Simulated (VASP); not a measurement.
Runs of VASP 6.6.1 on Cu3O2. The structure is that of space group I4/mmm (No. 139), or close to it. The cells are those of the table. 

```tsv
cell	gap on the mesh (eV)	pressure (GPa)
a = 4.566 Å, angles 125.4, 125.4, 80.9°, 5 atoms	none	10.0
a = 4.474 Å, angles 127.1, 127.1, 78.1°, 5 atoms	none	21.2
a = 4.784 Å, angles 130.8, 130.8, 72.2°, 5 atoms	none	(b)
a = 4.768 Å, angles 131.1, 131.1, 71.6°, 5 atoms	none	(c)
a = 4.723 Å, angles 129.5, 129.5, 74.1°, 5 atoms	none	-2.7
a = 4.533 Å, angles 128.4, 128.4, 76.0°, 5 atoms	none	(a)
a = 4.604 Å, angles 127.0, 127.0, 78.2°, 5 atoms	none	5.5
a = 4.435 Å, angles 125.4, 125.4, 80.8°, 5 atoms	none	27.0
a = 4.623 Å, angles 126.7, 126.7, 78.8°, 5 atoms	none	3.8
```

Alike in all rows: task single point; level PBE; potentials or basis VASP PAW PBE potentials, release 64 (Cu, O); no spin polarisation; k mesh 14 × 14 × 14; cutoff (eV) 520; smearing gaussian 0.15 eV.

Question: Fill in the values left out.

Answer: (a) 14.7; (b) -5.2; (c) -3.2.

Caveats: the stress differs along the axes, from -0 to 31 GPa (at least some runs); the stress differs along the axes, from 10 to 43 GPa (at least some runs); the stress differs along the axes, from -17 to 1 GPa (at least some runs); the stress differs along the axes, from -15 to 3 GPa (at least some runs); the stress differs along the axes, from -9 to 0 GPa (at least some runs); the stress differs along the axes, from 10 to 24 GPa (at least some runs); the stress differs along the axes, from 1 to 15 GPa (at least some runs).

A gap of «none» marks levels without a gap at the run's occupations.
